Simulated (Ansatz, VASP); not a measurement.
# Hf: VASP beside Ansatz

The input INCAR:

```
  ALGO = Fast
  EDIFF = 1E-6
  ENCUT = 520
  GGA = PE
  ISIF = 2
  ISMEAR = 0
  LASPH = T
  LCHARG = F
  LREAL = F
  LWAVE = F
  NBANDS = 17
  NELM = 100
  PREC = Accurate
  SIGMA = 0.1
```

Contents of KPOINTS:

```
k-points
0
Gamma
  6 6 4
```

The input POSCAR:

```
Hf
1.0
    3.1967000000      0.0000000000      0.0000000000
   -1.5983500000      2.7684234083      0.0000000000
    0.0000000000      0.0000000000      5.0578000000
Hf
2
Direct
    0.3333333333      0.6666666667      0.2500000000
    0.6666666667      0.3333333333      0.7500000000
```

Input for Ansatz:

```yaml
crystal:
  lattice:
    - [3.1967, 0.0, 0.0]
    - [-1.59835, 2.7684234083, 0.0]
    - [0.0, 0.0, 5.0578]
  atoms:
    - { symbol: Hf, position: [0.3333333333, 0.6666666667, 0.25] }
    - { symbol: Hf, position: [0.6666666667, 0.3333333333, 0.75] }
basis:
  ecutwfc: 420
kpoints:
  mp_grid: { grid: [6, 6, 4] }
hamiltonian:
  xc: pbe
scf:
  occupations: { method: gaussian, width: 0.1 }
output:
  forces: true
  stress: true
  eigenvalues: true
```

Alike in both runs: task single point; functional PBE; k mesh 6 × 6 × 4; occupations gaussian, width 0.1 eV; no spin polarisation.

|  | VASP | Ansatz |
| --- | --- | --- |
| version | VASP 6.6.1 | Ansatz 0.2.0 |
| potentials or method | VASP PAW PBE potentials, release 64 (Hf_pv), cutoff 520 eV | scalar-relativistic, plane waves, PAW |
| valence electrons in the cell | 20 | 52 |

|  | VASP | Ansatz | Ansatz less VASP |
| --- | --- | --- | --- |
| gap on the k mesh at the Fermi level (eV) | none | none | - |
| pressure (GPa) | 0.6 | 1.0 | +0.39 |
| traceless stress, the component that is largest in VASP (GPa) | 0.52 | 0.60 | +0.082 |

A gap of «none» marks a metal or a gap that the smearing closes. VASP's potentials hold 20 valence electrons a cell and Ansatz's 52, so a difference there can come from the potentials and not from the codes.

The k mesh is coarse, so the values compare programs but aren't converged. Spin-orbit coupling is off throughout.
